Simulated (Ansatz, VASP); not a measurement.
**One calculation of PbS, two programs**

INCAR

```
SYSTEM = PbS
ALGO = Normal
EDIFF = 1E-8
ENCUT = 520
GGA = CA
ISIF = 2
ISMEAR = -1
LASPH = .TRUE.
LCHARG = .FALSE.
LEFG = .TRUE.
LREAL = .FALSE.
LWAVE = .FALSE.
NBANDS = 17
NELM = 60
PREC = Accurate
SIGMA = 0.01
```

Contents of KPOINTS:

```
k-points
0
G
  7 7 7
  0 0 0
```

The input POSCAR:

```
PbS
1.0
    0.0000000000      2.9249275202      2.9249275202
    2.9249275202      0.0000000000      2.9249275202
    2.9249275202      2.9249275202      0.0000000000
Pb S
1 1
Direct
    0.0000000000      0.0000000000      0.0000000000
    0.5000000000      0.5000000000      0.5000000000
```

Input for Ansatz:

```yaml
crystal:
  lattice:
    - [0.0, 2.9249275202, 2.9249275202]
    - [2.9249275202, 0.0, 2.9249275202]
    - [2.9249275202, 2.9249275202, 0.0]
  atoms:
    - { symbol: Pb, position: [0.0, 0.0, 0.0] }
    - { symbol: S, position: [0.5, 0.5, 0.5] }
kpoints:
  mp_grid: { grid: [7, 7, 7] }
scf:
  occupations: { method: fermi_dirac, width: 0.01 }
hamiltonian:
  xc: lda
  pseudopotentials: { kind: all_electron, datasets: crystal }
output:
  forces: true
  stress: true
  eigenvalues: true
  efg: { contact_densities: true }
```

Change from the starting cell: volume scaled by 0.96, crystal datasets.

Alike in both runs: task electric field gradients; functional LDA; k mesh 7 × 7 × 7; occupations fermi-dirac, width 0.01 eV; no spin polarisation.

|  | VASP | Ansatz |
| --- | --- | --- |
| version | VASP 6.6.1 | Ansatz 0.2.0 |
| potentials or method | VASP PAW LDA potentials, release 64 (Pb_d, S), cutoff 520 eV | all-electron PAW with datasets made for the crystal, scalar-relativistic |

|  | VASP | Ansatz | Ansatz less VASP |
| --- | --- | --- | --- |
| pressure (GPa) | -0.2 | -0.2 | -0.05 |

LDA's correlation is that of Perdew and Zunger in VASP and of Perdew and Wang (1992) in Ansatz. Ansatz ran all-electron here, and VASP with PAW potentials.

Spin-orbit coupling is off throughout.
